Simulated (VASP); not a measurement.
# Y (R-3m) in VASP: a series of runs

Runs on Y. Level: r2SCAN. Tasks: single point.

Program: VASP 6.6.1. These are calculated values, not measurements. Logs are shortened: lines on timing, memory, paths and dates and some standing lists are left out, and cuts for length are marked.

### Step 1. The cell of the first run

It takes space group R-3m (No. 166, trigonal). The conventional cell has a = 3.651 Å, b = 3.651 Å, c = 26.175 Å, α = 90.00°, β = 90.00°, γ = 120.00°. Y (site symmetry 3m) has 12 Y at 3.55 to 3.65 Å within 4.7 Å. Y (site symmetry -3m) has 12 Y at 3.62 to 3.65 Å within 4.7 Å.

### Step 2. Single point, r2SCAN

Input file POSCAR:

```
Y
1.0
    1.8253862983      1.0538872707      8.7249510165
   -1.8253862983      1.0538872707      8.7249510165
    0.0000000000     -2.1077745414      8.7249510165
Y
3
Direct
    0.7788755500      0.7788755500      0.7788755500
    0.2211244500      0.2211244500      0.2211244500
    0.0000000000      0.0000000000      0.0000000000
```

Input file INCAR.step1:

```
  PREC = Accurate
  ENCUT = 520
  ISMEAR = -1
  SIGMA = 0.1
  LREAL = F
  LASPH = T
  NELM = 60
  NBANDS = 24
  GGA = PE
  ALGO = Normal
  EDIFF = 1E-4
  LWAVE = T
  LCHARG = F
```

Input file INCAR.step2:

```
  PREC = Accurate
  ENCUT = 520
  EDIFF = 1E-6
  ISMEAR = -1
  SIGMA = 0.1
  LREAL = F
  LASPH = T
  NELM = 60
  ALGO = Normal
  ISIF = 2
  LWAVE = F
  LCHARG = F
  METAGGA = R2SCAN
  LMIXTAU = T
  NBANDS = 24
  ISTART = 1
```

Input file KPOINTS:

```
Automatic mesh
0
Gamma
  7 7 7
```

Potentials or basis: VASP PAW PBE potentials, release 64 (Y_sv).

Run with:

```console
cat potpaw_PBE.64/Y_sv/POTCAR > POTCAR
cp INCAR.step1 INCAR
mpirun -np 1 vasp_std > vasp.out
cp INCAR.step2 INCAR
mpirun -np 1 vasp_std > vasp.out
```

OUTCAR:

```text
PREC = Accurate
   ENCUT = 520
   EDIFF = 1E-6
   ISMEAR = -1
   LREAL = F
   LASPH = T
   NELM = 60
   ISIF = 2
   METAGGA = R2SCAN
   ISTART = 1

 ion  position               nearest neighbor table
   1  0.779  0.779  0.779-   2 3.55   2 3.55   2 3.55   3 3.62   3 3.62   3 3.62
   2  0.221  0.221  0.221-   1 3.55   1 3.55   1 3.55   3 3.62   3 3.62   3 3.62
   3  0.000  0.000  0.000-   1 3.62   1 3.62   2 3.62   2 3.62   1 3.62   2 3.62

  LATTYP: Found a trigonal (rhomboedric) cell.
 ALAT       =     8.9759391574
 COS(alpha) =     0.9172858582

  Lattice vectors:

 A1 = (   1.8253862983,   1.0538872707,   8.7249510165)
 A2 = (  -1.8253862983,   1.0538872707,   8.7249510165)
 A3 = (   0.0000000000,  -2.1077745414,   8.7249510165)

Analysis of symmetry for initial positions (statically):
=====================================================================
 Subroutine PRICEL returns:
 Original cell was already a primitive cell.

 Routine SETGRP: Setting up the symmetry group for a
 trigonal (rhombohedral) supercell.

 Subroutine GETGRP returns: Found 12 space group operations
 (whereof 12 operations were pure point group operations)
 out of a pool of 12 trial point group operations.

The static configuration has the point symmetry D_3d.

Analysis of symmetry for dynamics (positions and initial velocities):
=====================================================================
 Subroutine PRICEL returns:
 Original cell was already a primitive cell.

 Routine SETGRP: Setting up the symmetry group for a
 trigonal (rhombohedral) supercell.

 Subroutine GETGRP returns: Found 12 space group operations
 (whereof 12 operations were pure point group operations)
 out of a pool of 12 trial point group operations.

The dynamic configuration has the point symmetry D_3d.

 Subroutine INISYM returns: Found 12 space group operations
 (whereof 12 operations are pure point group operations),
 and found     1 'primitive' translations

----------------------------------------------------------------------------------------

                                     Primitive cell

  volume of cell :     100.7078

  direct lattice vectors                    reciprocal lattice vectors
     1.825386298  1.053887271  8.724951017     0.273914623  0.158144681  0.038204608
    -1.825386298  1.053887271  8.724951017    -0.273914623  0.158144681  0.038204608
     0.000000000 -2.107774541  8.724951017     0.000000000 -0.316289363  0.038204608

  length of vectors
     8.975939157  8.975939157  8.975939157     0.318588376  0.318588376  0.318588376

  position of ions in fractional coordinates (direct lattice)
     0.778875550  0.778875550  0.778875550
     0.221124450  0.221124450  0.221124450
     0.000000000  0.000000000  0.000000000

  ion indices of the primitive-cell ions
   primitive index   ion index
                 1           1
                 2           2
                 3           3

----------------------------------------------------------------------------------------

 KPOINTS: Automatic mesh

Automatic generation of k-mesh.
 Grid dimensions read from file:
 generate k-points for:    7    7    7

 Generating k-lattice:

  Cartesian coordinates                     Fractional coordinates (reciprocal lattice)
     0.039130660  0.022592097  0.005457801     0.142857143  0.000000000  0.000000000
    -0.039130660  0.022592097  0.005457801     0.000000000  0.142857143  0.000000000
     0.000000000 -0.045184195  0.005457801     0.000000000  0.000000000  0.142857143

  Length of vectors
     0.045512625  0.045512625  0.045512625

  Shift w.r.t. Gamma in fractional coordinates (k-lattice)
     0.000000000  0.000000000  0.000000000

 Subroutine IBZKPT returns following result:
 ===========================================

 Found     44 irreducible k-points:

 Following reciprocal coordinates:
            Coordinates               Weight
  0.000000  0.000000  0.000000      1.000000
  0.142857  0.000000  0.000000      6.000000
  0.285714  0.000000  0.000000      6.000000
  0.428571  0.000000  0.000000      6.000000
  0.142857  0.142857  0.000000      6.000000
  0.285714  0.142857  0.000000     12.000000
[... 16 lines left out ...]
  0.285714  0.285714  0.142857      6.000000
  0.428571  0.285714  0.142857     12.000000
 [... further k-points ...]
   k-points           NKPTS =     44   k-points in BZ     NKDIM =     44   number of bands    NBANDS=     24
   number of dos      NEDOS =    301   number of ions     NIONS =      3
   total plane-waves  NPLWV = 343000
   dimension x,y,z NGX =    70 NGY =   70 NGZ =   70
   dimension x,y,z NGXF=   140 NGYF=  140 NGZF=  140
   ions per type =               3
   NGX,Y,Z   is equivalent  to a cutoff of  12.96, 12.96, 12.96 a.u.
   NGXF,Y,Z  is equivalent  to a cutoff of  25.93, 25.93, 25.93 a.u.
 SYSTEM =  unknown system
   PREC   = accura    normal or accurate (medium, high low for compatibility)
   ISTART =      1    job   : 0-new  1-cont  2-samecut
   ICHARG =      0    charge: 1-file 2-atom 10-const
   ISPIN  =      1    spin polarized calculation?
   LNONCOLLINEAR =      F non collinear calculations
   LSORBIT =      F    spin-orbit coupling
   LASPH  =      T    aspherical Exc in radial PAW
   ENCUT  =  520.0 eV  38.22 Ry    6.18 a.u.  16.69 16.69 16.69*2*pi/ulx,y,z
   NELM   =     60;   NELMIN=  2; NELMDL=  0     # of ELM steps
   EDIFF  = 0.1E-05   stopping-criterion for ELM
   LREAL  =      F    real-space projection
   EDIFFG = 0.1E-04   stopping-criterion for IOM
   NSW    =      0    number of steps for IOM
   IBRION =     -1    ionic relax: 0-MD 1-quasi-New 2-CG
   NFREE  =      0    steps in history (QN), initial steepest desc. (CG)
   ISIF   =      2    stress and relaxation
   ISYM   =      2    0-nonsym 1-usesym 2-fastsym
   POTIM  = 0.5000    time-step for ionic-motion
   TEBEG  =    0.0;   TEEND  =   0.0 temperature during run
   PSTRESS=    0.0 pullay stress
   NELECT =      33.0000    total number of electrons
   NUPDOWN=      -1.0000    fix difference up-down
   EMIN   =  10.00;   EMAX   =-10.00  energy-range for DOS
   EFERMI =   0.00;   METHOD = LEGACY
   ISMEAR =    -1;   SIGMA  =   0.10  broadening in eV -4-tet -1-fermi 0-gaus
   EFERMI_NEDOS =   21; number of points for ismear=-14 and -15
   IALGO  =     38    algorithm
   IMIX   =      4    mixing-type and parameters
     AMIX     =   0.40;   BMIX     =  1.00
     AMIX_MAG =   1.60;   BMIX_MAG =  1.00
  volume/ion in A,a.u.               =      33.57       226.54
  Fermi-wavevector in a.u.,A,eV,Ry     =   1.128648  2.132835 17.331723  1.273846
  Thomas-Fermi vector in A             =   2.265338
   LORBIT       =      0    0 simple, 1 ext, 2 COOP (PROOUT), +10 PAW based schemes
   METAGGA = R2SCAN    functional components
   LHFCALC =     F    Hartree Fock is set to
   AEXX    =    0.0000 exact exchange contribution
   IVDW    =     0    specifies the selected vdW correction
   LEPSILON=     F    determine dielectric tensor
   LRPA    =     F    only Hartree local field effects (RPA)
 non-spin polarized calculation
  energy-cutoff  :      520.00
  volume of cell :      100.71
 maximum number of plane-waves:      2735
 NGX is ok and might be reduce to    70
   NGX = 33   NGY = 33   NGZ = 33

 number of electron      33.0000000 magnetization

 Free energy of the ion-electron system (eV)
  ---------------------------------------------------
  ext. energy  EPLUGINS =         0.00000000
  ---------------------------------------------------
  free energy    TOTEN  =       -60.86005662 eV

  energy without entropy =      -60.69376494  energy(sigma->0) =      -60.77691078

 E-fermi :   2.9526     XC(G=0):  -9.9810

 val. band max:        2.9432025246   @ k =  -0.4286   0.4286   0.1429
 cond. band min:       2.9541022756   @ k =  -0.2857   0.1429  -0.0000
 fundamental gap:      0.0108997509
 Fermi energy:         2.9525979138

 k-point     1 :       0.0000    0.0000    0.0000
  band No.  band energies     occupation
      1     -41.3204      2.00000
      2     -41.2420      2.00000
      3     -41.2089      2.00000
      4     -20.7794      2.00000
      5     -20.7568      2.00000
      6     -20.4476      2.00000
[... 16 lines left out ...]
     23       5.3450      0.00000
     24       5.3450      0.00000

 k-point     2 :       0.1429    0.0000    0.0000
  band No.  band energies     occupation
      1     -41.3122      2.00000
      2     -41.2346      2.00000
      3     -41.2036      2.00000
      4     -20.7789      2.00000
      5     -20.7366      2.00000
      6     -20.5104      2.00000
[... 16 lines left out ...]
     23       5.4611      0.00000
     24       5.5791      0.00000

 k-point     3 :       0.2857    0.0000    0.0000
  band No.  band energies     occupation
      1     -41.2937      2.00000
      2     -41.2169      2.00000
      3     -41.1925      2.00000
      4     -20.7758      2.00000
      5     -20.7605      2.00000
      6     -20.6450      2.00000
[... 16 lines left out ...]
     23       6.0820      0.00000
     24       6.3122      0.00000

 k-point     4 :       0.4286    0.0000    0.0000
  band No.  band energies     occupation
      1     -41.2790      2.00000
      2     -41.2004      2.00000
      3     -41.1857      2.00000
      4     -20.8403      2.00000
      5     -20.8324      2.00000
      6     -20.7434      2.00000
[... 16 lines left out ...]
     23       6.7598      0.00000
     24       6.9682      0.00000

 k-point     5 :       0.1429    0.1429    0.0000
  band No.  band energies     occupation
      1     -41.3120      2.00000
      2     -41.2350      2.00000
      3     -41.2033      2.00000
      4     -20.7965      2.00000
      5     -20.7165      2.00000
      6     -20.5062      2.00000
[... 451 lines left out ...]
 k-point    22 :      -0.1429    0.1429    0.1429
  band No.  band energies     occupation
      1     -41.2938      2.00000
      2     -41.2168      2.00000
      3     -41.1926      2.00000
      4     -20.7828      2.00000
      5     -20.7665      2.00000
      6     -20.6192      2.00000
[... 16 lines left out ...]
     23       5.8816      0.00000
     24       6.4868      0.00000

 k-point    23 :       0.2857    0.2857    0.1429
  band No.  band energies     occupation
      1     -41.3114      2.00000
      2     -41.2373      2.00000
      3     -41.2017      2.00000
      4     -20.8377      2.00000
      5     -20.6538      2.00000
      6     -20.5071      2.00000
[... 16 lines left out ...]
     23       5.3993      0.00000
     24       5.6288      0.00000

 k-point    24 :       0.4286    0.2857    0.1429
  band No.  band energies     occupation
      1     -41.2983      2.00000
      2     -41.2242      2.00000
      3     -41.1938      2.00000
      4     -20.7981      2.00000
      5     -20.6930      2.00000
      6     -20.6082      2.00000
[... 16 lines left out ...]
     23       5.6887      0.00000
     24       5.9685      0.00000

 [... further k-points ...]

------------------------ aborting loop because EDIFF is reached ----------------------------------------

  FORCE on cell =-STRESS in cart. coord.  units (eV):
  Direction    XX          YY          ZZ          XY          YZ          ZX
  --------------------------------------------------------------------------------------
  -------------------------------------------------------------------------------------
  Total        0.0243183      0.0243183     -0.2532410      0.0000000     -0.0000000      0.0000000
  in kB        0.3868846      0.3868846     -4.0288533      0.0000000     -0.0000000      0.0000000
  external PRESSURE =      -1.0850280 kB  Pullay stress =       0.0000000 kB

 VOLUME and BASIS-vectors are now :
 -----------------------------------------------------------------------------
  energy-cutoff  :      520.00
  volume of cell :      100.71
      direct lattice vectors                 reciprocal lattice vectors
     1.825386298  1.053887271  8.724951017     0.273914623  0.158144681  0.038204608
    -1.825386298  1.053887271  8.724951017    -0.273914623  0.158144681  0.038204608
     0.000000000 -2.107774541  8.724951017     0.000000000 -0.316289363  0.038204608

 POSITION                                       TOTAL-FORCE (eV/Angst)
 -----------------------------------------------------------------------------------
      0.00000      0.00000     20.38695         0.000000      0.000000     -0.063111
      0.00000      0.00000      5.78790         0.000000      0.000000      0.063111
      0.00000      0.00000      0.00000         0.000000      0.000000      0.000000
 -----------------------------------------------------------------------------------
    total drift:                               -0.000000     -0.000000      0.000000

  FREE ENERGIE OF THE ION-ELECTRON SYSTEM (eV)
  ---------------------------------------------------
  free  energy   TOTEN  =       -60.8600566249 eV

  energy  without entropy=      -60.6937649368  energy(sigma->0) =      -60.77691078
```

Run time: 21 min. Hardware: 1 thread of Intel Xeon 6975P-C (Granite Rapids), shared host; peak memory 0.84 GiB.

What came out:

- Free energy: -60.8601 eV
- Pressure: -0.1 GPa
- Largest force: 0.063 eV/Å
- Band gap on the k mesh: zero (an odd number of electrons rules out a gap without spin polarisation)

Forces on the atoms (eV/Å):
```
Y    0.000  0.000 -0.063
Y    0.000  0.000  0.063
Y    0.000  0.000  0.000
```

Stress tensor (GPa, compression positive):
```
 0.04  0.00  0.00
 0.00  0.04  0.00
 0.00  0.00 -0.40
```

Caveat: the PAW data sets were made with another functional, which shifts forces and pressure a little.

### Step 3. Single point, r2SCAN

POSCAR is that of step 2.

Input file INCAR.step1:

```
SYSTEM = Y
ALGO     = Normal         ! electronic algorithm
EDIFF    = 1E-4           ! SCF threshold, eV
ENCUT    = 520            ! plane-wave cutoff, eV
GGA      = PE             ! functional
ISMEAR   = -1             ! smearing method
LASPH    = .True.         ! aspherical terms in the spheres
LCHARG   = .False.        ! write CHGCAR
LREAL    = .False.        ! projectors in reciprocal space
LWAVE    = .True.         ! write WAVECAR
NBANDS   = 24             ! bands
NELM     = 80             ! most SCF steps
PREC     = Accurate       ! precision mode
SIGMA    = 0.1            ! smearing width, eV
```

Input file INCAR.step2:

```
SYSTEM = Y
ALGO     = Normal         ! electronic algorithm
EDIFF    = 1E-6           ! SCF threshold, eV
ENCUT    = 520            ! plane-wave cutoff, eV
ISIF     = 2              ! what is computed and relaxed
ISMEAR   = -1             ! smearing method
ISTART   = 1            
LASPH    = .True.         ! aspherical terms in the spheres
LCHARG   = .False.        ! write CHGCAR
LMIXTAU  = .True.       
LREAL    = .False.        ! projectors in reciprocal space
LWAVE    = .False.        ! write WAVECAR
METAGGA  = R2SCAN         ! meta-GGA
NBANDS   = 24             ! bands
NELM     = 80             ! most SCF steps
PREC     = Accurate       ! precision mode
SIGMA    = 0.1            ! smearing width, eV
```

Input file KPOINTS:

```
k-points
0
Gamma
  7 7 7
  0 0 0
```

Potentials or basis: VASP PAW PBE potentials, release 64 (Y_sv).

Run with:

```console
cat potpaw_PBE.64/Y_sv/POTCAR > POTCAR
cp INCAR.step1 INCAR
mpirun -np 1 vasp_std > vasp.out
cp INCAR.step2 INCAR
mpirun -np 1 vasp_std > vasp.out
```

It took 18 min on 1 thread of Intel Xeon 6975P-C (Granite Rapids), shared host; peak memory 0.85 GiB.

The run converged. Its results:

```
Free energy            : -60.8601 eV
Pressure               : -0.1 GPa
Largest force          : 0.063 eV/Å
Band gap on the k mesh : zero (an odd number of electrons rules out a gap without spin polarisation)
```

Forces in eV/Å, atoms in the order of the input:
```
Y    0.000  0.000 -0.063
Y    0.000  0.000  0.063
Y    0.000  0.000  0.000
```

Stress tensor (GPa, compression positive):
```
 0.04  0.00  0.00
 0.00  0.04  0.00
 0.00  0.00 -0.40
```

Levels at points of the mesh, in eV from the Fermi level:
```tsv
k point	band 14	band 15	band 16	band 17	band 18	band 19
(0.00, 0.00, 0.00)	-2.68	-2.65	0.48	0.68	1.84	1.84
```

Caveat: the PAW data sets were made with another functional, which shifts forces and pressure a little.
